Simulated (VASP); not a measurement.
# Mn3Sb2 (P-6m2) in VASP: single point with r2SCAN

Aim: the single point of Mn3Sb2 with r2SCAN.

Program: VASP 6.6.1. These are calculated values, not measurements. Logs are shortened: lines on timing, memory, paths and dates and some standing lists are left out, and cuts for length are marked.

### Step 1. The cell of the first run

The structure is hexagonal, space group P-6m2 (No. 187). Conventional cell: a = 4.321 Å, b = 4.321 Å, c = 5.365 Å, α = 90.00°, β = 90.00°, γ = 120.00°. Mn (site symmetry 3m) has 5 Mn at 2.65 to 2.83 Å and 6 Sb at 2.83 to 2.84 Å within 3.5 Å. Within 3.3 Å of Mn (site symmetry -6m2) lie 5 Sb at 2.49 to 2.68 Å and 6 Mn at 2.83 Å. Sb (site symmetry -6m2) has 8 Mn at 2.68 to 2.84 Å within 3.5 Å. Sb (site symmetry -6m2) has 9 Mn at 2.49 to 2.83 Å within 3.3 Å.

### Step 2. Single point, r2SCAN, collinear spin, ferromagnetic start

Contents of POSCAR:

```
Mn3Sb2
1.0
    4.3206346734      0.0000000000      0.0000000000
   -2.1603173367      3.7417793876      0.0000000000
    0.0000000000      0.0000000000      5.3649430000
Mn Sb
3 2
Direct
    0.0000000000      0.0000000000      0.2527210000
    0.0000000000      0.0000000000      0.7472790000
    0.3333333300      0.6666666700      0.5000000000
    0.3333333300      0.6666666700      0.0000000000
    0.6666666700      0.3333333300      0.5000000000
```

Contents of INCAR.step1:

```
SYSTEM = Mn3Sb2
  ALGO = Normal
  EDIFF = 1E-5
  ENCUT = 550
  GGA = PE
  GGA_COMPAT = .False.
  ISMEAR = 0
  ISPIN = 2
  LASPH = .True.
  LCHARG = .False.
  LMAXMIX = 4
  LREAL = .False.
  LWAVE = .True.
  MAGMOM = 4 4 4 0 0
  NBANDS = 36
  NELM = 200
  PREC = Accurate
  SIGMA = 0.1
```

Contents of INCAR.step2:

```
SYSTEM = Mn3Sb2
  ALGO = Normal
  EDIFF = 1E-6
  ENCUT = 550
  GGA_COMPAT = .False.
  ISIF = 2
  ISMEAR = 0
  ISPIN = 2
  ISTART = 1
  LASPH = .True.
  LCHARG = .False.
  LMAXMIX = 4
  LMIXTAU = .True.
  LORBIT = 11
  LREAL = .False.
  LWAVE = .False.
  MAGMOM = 4 4 4 0 0
  METAGGA = R2SCAN
  NBANDS = 36
  NELM = 200
  PREC = Accurate
  SIGMA = 0.1
```

Contents of KPOINTS:

```
k-points
0
Gamma
  6 6 4
  0 0 0
```

Potentials or basis: VASP PAW PBE potentials, release 64 (Mn_pv, Sb).

On the command line:

```sh
> cat potpaw_PBE.64/Mn_pv/POTCAR potpaw_PBE.64/Sb/POTCAR > POTCAR
> cp INCAR.step1 INCAR
> mpirun -np 1 vasp_std > vasp.out
> cp INCAR.step2 INCAR
> mpirun -np 1 vasp_std > vasp.out
```

OUTCAR:

```text
SYSTEM = Mn3Sb2
   EDIFF = 1E-6
   ENCUT = 550
   ISIF = 2
   ISMEAR = 0
   ISPIN = 2
   ISTART = 1
   LASPH = .True.
   LORBIT = 11
   LREAL = .False.
   METAGGA = R2SCAN
   NELM = 200
   PREC = Accurate

 ion  position               nearest neighbor table
   1  0.000  0.000  0.253-   2 2.65   2 2.71   5 2.83   3 2.83   3 2.83   5 2.83   5 2.83   3 2.83
                             4 2.84   4 2.84   4 2.84
   2  0.000  0.000  0.747-   1 2.65   1 2.71   3 2.83   5 2.83   3 2.83   5 2.83   5 2.83   3 2.83
                             4 2.84   4 2.84   4 2.84
   3  0.333  0.667  0.500-   5 2.49   5 2.49   5 2.49   4 2.68   4 2.68   1 2.83   2 2.83   2 2.83
                             1 2.83   2 2.83   1 2.83
   4  0.333  0.667  0.000-   3 2.68   3 2.68   1 2.84   2 2.84   1 2.84   2 2.84   1 2.84   2 2.84
                             5 3.66   5 3.66   5 3.66   5 3.66   5 3.66   5 3.66
   5  0.667  0.333  0.500-   3 2.49   3 2.49   3 2.49   1 2.83   2 2.83   1 2.83   2 2.83   1 2.83
                             2 2.83   4 3.66   4 3.66   4 3.66   4 3.66   4 3.66   4 3.66

  LATTYP: Found a hexagonal cell.
 ALAT       =     4.3206346734
 C/A-ratio  =     1.2417025288

  Lattice vectors:

 A1 = (   4.3206346734,   0.0000000000,   0.0000000000)
 A2 = (  -2.1603173367,   3.7417793876,   0.0000000000)
 A3 = (   0.0000000000,   0.0000000000,   5.3649430000)

Analysis of symmetry for initial positions (statically):
=====================================================================
 Subroutine PRICEL returns:
 Original cell was already a primitive cell.

 Routine SETGRP: Setting up the symmetry group for a
 hexagonal supercell.

 Subroutine GETGRP returns: Found 12 space group operations
 (whereof 12 operations were pure point group operations)
 out of a pool of 24 trial point group operations.

The static configuration has the point symmetry D_3h.

Analysis of symmetry for dynamics (positions and initial velocities):
=====================================================================
 Subroutine PRICEL returns:
 Original cell was already a primitive cell.

 Routine SETGRP: Setting up the symmetry group for a
 hexagonal supercell.

 Subroutine GETGRP returns: Found 12 space group operations
 (whereof 12 operations were pure point group operations)
 out of a pool of 24 trial point group operations.

The dynamic configuration has the point symmetry D_3h.

Analysis of structural, dynamic, and magnetic symmetry:
=====================================================================
 Subroutine PRICEL returns:
 Original cell was already a primitive cell.

 Routine SETGRP: Setting up the symmetry group for a
 hexagonal supercell.

 Subroutine GETGRP returns: Found 12 space group operations
 (whereof 12 operations were pure point group operations)
 out of a pool of 24 trial point group operations.

The overall configuration has the point symmetry D_3h.

 Subroutine INISYM returns: Found 12 space group operations
 (whereof 12 operations are pure point group operations),
 and found     1 'primitive' translations

----------------------------------------------------------------------------------------

                                     Primitive cell

  volume of cell :      86.7343

  direct lattice vectors                    reciprocal lattice vectors
     4.320634673  0.000000000  0.000000000     0.231447478  0.133626264  0.000000000
    -2.160317337  3.741779388  0.000000000     0.000000000  0.267252528  0.000000000
     0.000000000  0.000000000  5.364943000     0.000000000  0.000000000  0.186395270

  length of vectors
     4.320634673  4.320634673  5.364943000     0.267252528  0.267252528  0.186395270

  position of ions in fractional coordinates (direct lattice)
     0.000000000  0.000000000  0.252721000
     0.000000000  0.000000000  0.747279000
     0.333333330  0.666666670  0.500000000
     0.333333330  0.666666670  0.000000000
     0.666666670  0.333333330  0.500000000

  ion indices of the primitive-cell ions
   primitive index   ion index
                 1           1
                 2           2
                 3           3
                 4           4
                 5           5

[... 31 lines left out ...]
  0.500000  0.000000  0.000000      3.000000
  0.166667  0.166667  0.000000      6.000000
  0.333333  0.166667  0.000000     12.000000
[... 13 lines left out ...]
  0.333333  0.166667  0.500000     12.000000
  0.333333  0.333333  0.500000      2.000000
   k-points           NKPTS =     21   k-points in BZ     NKDIM =     21   number of bands    NBANDS=     36
   number of dos      NEDOS =    301   number of ions     NIONS =      5
   total plane-waves  NPLWV =  54432
   dimension x,y,z NGX =    36 NGY =   36 NGZ =   42
   dimension x,y,z NGXF=    72 NGYF=   72 NGZF=   84
   ions per type =               3   2
   NGX,Y,Z   is equivalent  to a cutoff of  13.85, 13.85, 13.01 a.u.
   NGXF,Y,Z  is equivalent  to a cutoff of  27.70, 27.70, 26.03 a.u.
 SYSTEM =  Mn3Sb2
   PREC   = accura    normal or accurate (medium, high low for compatibility)
   ISTART =      1    job   : 0-new  1-cont  2-samecut
   ICHARG =      0    charge: 1-file 2-atom 10-const
   ISPIN  =      2    spin polarized calculation?
   LNONCOLLINEAR =      F non collinear calculations
   LSORBIT =      F    spin-orbit coupling
   LASPH  =      T    aspherical Exc in radial PAW
   ENCUT  =  550.0 eV  40.42 Ry    6.36 a.u.   8.26  8.26 10.26*2*pi/ulx,y,z
   NELM   =    200;   NELMIN=  2; NELMDL=  0     # of ELM steps
   EDIFF  = 0.1E-05   stopping-criterion for ELM
   LREAL  =      F    real-space projection
   EDIFFG = 0.1E-04   stopping-criterion for IOM
   NSW    =      0    number of steps for IOM
   IBRION =     -1    ionic relax: 0-MD 1-quasi-New 2-CG
   NFREE  =      0    steps in history (QN), initial steepest desc. (CG)
   ISIF   =      2    stress and relaxation
   ISYM   =      2    0-nonsym 1-usesym 2-fastsym
   POTIM  = 0.5000    time-step for ionic-motion
   TEBEG  =    0.0;   TEEND  =   0.0 temperature during run
   PSTRESS=    0.0 pullay stress
   NELECT =      49.0000    total number of electrons
   NUPDOWN=      -1.0000    fix difference up-down
   EMIN   =  10.00;   EMAX   =-10.00  energy-range for DOS
   EFERMI =   0.00;   METHOD = LEGACY
   ISMEAR =     0;   SIGMA  =   0.10  broadening in eV -4-tet -1-fermi 0-gaus
   EFERMI_NEDOS =   21; number of points for ismear=-14 and -15
   IALGO  =     38    algorithm
   IMIX   =      4    mixing-type and parameters
     AMIX     =   0.40;   BMIX     =  1.00
     AMIX_MAG =   1.60;   BMIX_MAG =  1.00
  volume/ion in A,a.u.               =      17.35       117.06
  Fermi-wavevector in a.u.,A,eV,Ry     =   1.353349  2.557459 24.919811  1.831554
  Thomas-Fermi vector in A             =   2.480612
   LORBIT       =     11    0 simple, 1 ext, 2 COOP (PROOUT), +10 PAW based schemes
   METAGGA = R2SCAN    functional components
   LHFCALC =     F    Hartree Fock is set to
   AEXX    =    0.0000 exact exchange contribution
   IVDW    =     0    specifies the selected vdW correction
   LEPSILON=     F    determine dielectric tensor
   LRPA    =     F    only Hartree local field effects (RPA)
 spin polarized calculation
 Gauss-broadening in eV      SIGMA  =   0.10
  energy-cutoff  :      550.00
  volume of cell :       86.73
 maximum number of plane-waves:      2559
 NGX is ok and might be reduce to    36
   NGX = 17   NGY = 17   NGZ = 21

 number of electron      49.0000004 magnetization       9.9439577

 Free energy of the ion-electron system (eV)
  ---------------------------------------------------
  ext. energy  EPLUGINS =         0.00000000
  ---------------------------------------------------
  free energy    TOTEN  =       -95.81829595 eV

  energy without entropy =      -95.80319704  energy(sigma->0) =      -95.81074649

 E-fermi :   9.6234     XC(G=0): -12.3669

 val. band max:        9.5834984036   @ k =   0.3333   0.1667   0.2500
 cond. band min:       9.6464721828   @ k =   0.3333   0.3333   0.5000
 fundamental gap:      0.0629737792
 Fermi energy:         9.6233944732

 spin component 1

 k-point     1 :       0.0000    0.0000    0.0000
  band No.  band energies     occupation
      1     -42.6700      1.00000
      2     -42.6261      1.00000
      3     -42.6261      1.00000
      4     -42.6066      1.00000
      5     -42.6066      1.00000
      6     -42.4899      1.00000
[... 808 lines left out ...]
     35      15.7249      0.00000
     36      16.2119      0.00000
 Fermi energy:         9.6233944732

 spin component 2

 k-point     1 :       0.0000    0.0000    0.0000
  band No.  band energies     occupation
      1     -37.8565      1.00000
      2     -37.8565      1.00000
      3     -37.7595      1.00000
      4     -37.6098      1.00000
      5     -37.5497      1.00000
      6     -37.5497      1.00000
[... 808 lines left out ...]
     35      16.4813      0.00000
     36      17.7252      0.00000

------------------------ aborting loop because EDIFF is reached ----------------------------------------

  FORCE on cell =-STRESS in cart. coord.  units (eV):
  Direction    XX          YY          ZZ          XY          YZ          ZX
  --------------------------------------------------------------------------------------
  -------------------------------------------------------------------------------------
  Total        4.9844392      4.9844392      4.9671348      0.0000000      0.0000000      0.0000000
  in kB       92.0737966     92.0737966     91.7541456      0.0000000      0.0000000      0.0000000
  external PRESSURE =      91.9672463 kB  Pullay stress =       0.0000000 kB

 VOLUME and BASIS-vectors are now :
 -----------------------------------------------------------------------------
  energy-cutoff  :      550.00
  volume of cell :       86.73
      direct lattice vectors                 reciprocal lattice vectors
     4.320634673  0.000000000  0.000000000     0.231447478  0.133626264  0.000000000
    -2.160317337  3.741779388  0.000000000     0.000000000  0.267252528  0.000000000
     0.000000000  0.000000000  5.364943000     0.000000000  0.000000000  0.186395270

 POSITION                                       TOTAL-FORCE (eV/Angst)
 -----------------------------------------------------------------------------------
      0.00000      0.00000      1.35583         0.000000     -0.000000      0.410910
      0.00000      0.00000      4.00911         0.000000     -0.000000     -0.410910
     -0.00000      2.49452      2.68247        -0.000000      0.000000      0.000000
     -0.00000      2.49452      0.00000         0.000000     -0.000000      0.000000
      2.16032      1.24726      2.68247         0.000000     -0.000000      0.000000
 -----------------------------------------------------------------------------------
    total drift:                                0.000021     -0.000012     -0.000000

  FREE ENERGIE OF THE ION-ELECTRON SYSTEM (eV)
  ---------------------------------------------------
  free  energy   TOTEN  =       -95.8182959498 eV

  energy  without entropy=      -95.8031970388  energy(sigma->0) =      -95.81074649

 total charge

# of ion       s       p       d       tot
------------------------------------------
    1        0.299   6.241   5.053  11.593
    2        0.299   6.241   5.053  11.593
    3        0.332   6.318   5.252  11.903
    4        1.117   1.306   0.063   2.486
    5        1.086   1.388   0.100   2.574
--------------------------------------------------
tot          3.133  21.495  15.520  40.149

 magnetization (x)

# of ion       s       p       d       tot
------------------------------------------
    1        0.019   0.028   3.613   3.660
    2        0.019   0.028   3.613   3.660
    3        0.005  -0.002   2.777   2.780
    4        0.027  -0.188   0.002  -0.159
    5       -0.002  -0.125  -0.004  -0.132
--------------------------------------------------
tot          0.067  -0.259  10.001   9.809
```

Wall time 17 min (1 thread of Intel Xeon 8259CL, shared host); peak memory 0.35 GiB.

Results:

| Quantity | Value |
| --- | --- |
| Free energy | -95.8183 eV |
| Pressure | 9.2 GPa |
| Largest force | 0.411 eV/Å |
| Net moment | 9.94 μB per cell |
| Site moments | Mn +3.66, +2.78 (each value once); Sb -0.16, -0.13 μB |
| Valence electrons inside the program's atomic spheres | Mn 11.59, 11.90 (each value once); Sb 2.49, 2.57 |

Forces in eV/Å, atoms in the order of the input:
```
Mn   0.000  0.000  0.411
Mn   0.000  0.000 -0.411
Mn   0.000  0.000  0.000
Sb   0.000  0.000  0.000
Sb   0.000  0.000  0.000
```

Levels at points of the mesh, in eV from the Fermi level:
Spin up:
```
           k point  band 28  band 29  band 30  band 31  band 32  band 33
(0.00, 0.00, 0.00)     0.45     0.45     1.54     2.03     2.17     2.17
(0.50, 0.00, 0.00)    -1.95    -1.40    -0.63     0.82     2.62     2.66
(0.00, 0.00, 0.50)     0.57     1.31     1.31     2.23     2.23     3.53
(0.50, 0.00, 0.50)    -1.50    -0.62     0.35     0.48     1.81     4.57
```
Spin down:
```csv
k point,band 16,band 17,band 18,band 19,band 20,band 21,band 22,band 23
"(0.00, 0.00, 0.00)",-2.00,-1.09,-0.52,-0.52,-0.29,-0.29,1.32,1.88
"(0.50, 0.00, 0.00)",-3.35,-2.33,-1.94,-0.45,-0.08,0.27,0.82,1.13
"(0.00, 0.00, 0.50)",-2.70,-2.00,-0.59,-0.59,0.39,0.39,0.52,0.84
"(0.50, 0.00, 0.50)",-3.02,-1.70,-0.96,-0.37,0.42,0.45,0.76,1.13
```

Caveat: the cell stands under pressure; the PAW data sets were made with another functional, which shifts forces and pressure a little; spin-orbit coupling is left out, which moves the levels of the heavy elements; the run started ferromagnetic, and an antiferromagnetic order may lie lower in energy.
